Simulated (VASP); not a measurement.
Wanted: the native input for a VASP 6.6.1 run.

| Property | Result |
| --- | --- |
| Task | single point |
| Functional | PBE |
| Potentials or basis | VASP PAW PBE potentials, release 64 (Sn_d, Te) |
| Cutoff | 500 eV |
| k mesh | 10 × 10 × 10 |
| Occupations | gaussian, width 0.03 eV |
| Spin | no spin polarisation |
| Dipole correction | no |
| Further INCAR settings | ALGO = Normal; EDIFF = 1e-06; NBANDS = 17 |

The structure of SnTe lies in POSCAR:

```
SnTe
1.0
    0.0000000000      3.5432298205      2.5050634831
    3.5432298205      0.0000000000      2.5050634831
    3.5432298205      3.5432298205      0.0000000000
Sn Te
1 1
Direct
    0.0000000000      0.0000000000      0.0000000000
    0.5000000000      0.5000000000      0.5000000000
```

This cell differs from its parent crystal: ratio of the length along z to the lengths across it x 0.707, volume and fractional coordinates fixed.

One way to write it, as run:

INCAR

```
SYSTEM = SnTe
  PREC = Accurate
  ENCUT = 500
  EDIFF = 1E-6
  ISMEAR = 0
  SIGMA = 0.03
  LREAL = .FALSE.
  LASPH = .TRUE.
  NELM = 120
  ALGO = Normal
  ISIF = 2
  LWAVE = .FALSE.
  LCHARG = .FALSE.
  GGA = PE
  NBANDS = 17
  GGA_COMPAT = .FALSE.
```

KPOINTS

```
Automatic mesh
0
G
  10 10 10
  0 0 0
```

Potentials or basis: VASP PAW PBE potentials, release 64 (Sn_d, Te).

The run is started by

```console
$ cat potpaw_PBE.64/Sn_d/POTCAR potpaw_PBE.64/Te/POTCAR > POTCAR
$ mpirun -np 1 vasp_std > vasp.out
```

It gave:

```json
{
 "Pressure": "16.9 GPa",
 "Band gap on the k mesh": "zero (band 10 reaches 8.77 eV, above the bottom of band 11 at 6.46 eV)"
}
```

Caveat: spin-orbit coupling is left out, which moves the levels of the heavy elements.

Run time: 2.5 min on 1 thread of Intel Xeon 8259CL, with other jobs on the host, peak memory 0.27 GiB.
